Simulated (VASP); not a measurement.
## LiBr: electric field gradients with r2SCAN+D3(BJ)

Crystal: LiBr.

```
Li Br
1.0
     0.00000    2.66758    2.66758
     2.66758    0.00000    2.66758
     2.66758    2.66758    0.00000
Li Br
1 1
Direct
  0.00000 0.00000 0.00000
  0.50000 0.50000 0.50000
```

```yaml
Program: VASP 6.6.1
Task: electric field gradients
Functional: r2SCAN
Dispersion: D3(BJ)
Potentials_or_basis: VASP PAW PBE potentials, release 64 (Li_sv, Br)
Cutoff: 720 eV
k_mesh: 10 × 10 × 10
Occupations: fermi-dirac, width 0.15 eV
Spin: no spin polarisation
Dipole_correction: no
Further_INCAR_settings: ALGO = Normal; EDIFF = 1e-08; NBANDS = 12
```

```yaml
Pressure: 1.3 GPa
Band_gap_on_the_k_mesh: 6.36 eV, indirect (the least direct gap lies 0.5 meV higher)
Dispersion_energy_per_atom: -0.123 eV
```

Levels at points of the mesh, in eV from the valence-band top:
| k point | band 1 | band 2 | band 3 | band 4 | band 5 | band 6 | band 7 | band 8 | band 9 | band 10 |
| --- | --- | --- | --- | --- | --- | --- | --- | --- | --- | --- |
| (0.00, 0.00, 0.00) | -45.64 | -14.25 | 0.00 | 0.00 | 0.00 | 6.36 | 11.28 | 11.28 | 11.28 | 13.88 |
| (0.50, 0.00, 0.00) | -45.63 | -13.63 | -3.31 | -0.33 | -0.33 | 6.45 | 8.89 | 8.89 | 14.01 | 15.58 |
| (0.50, 0.50, 0.00) | -45.63 | -13.37 | -3.36 | -1.35 | -1.35 | 7.24 | 7.58 | 13.57 | 14.32 | 14.32 |

Wall time 3.1 min on 1 thread of Intel(R) Xeon(R) Platinum 8488C (Sapphire Rapids) (shared host), peak memory 0.24 GiB.

Caveat: without QUAD_EFG the Cq values of the log hold for a quadrupole moment of 1 mb, not for the nuclei; the PAW data sets were made with another functional, which shifts forces and pressure a little. r2SCAN opens gaps a little over a GGA but as a rule still falls short of measured ones.
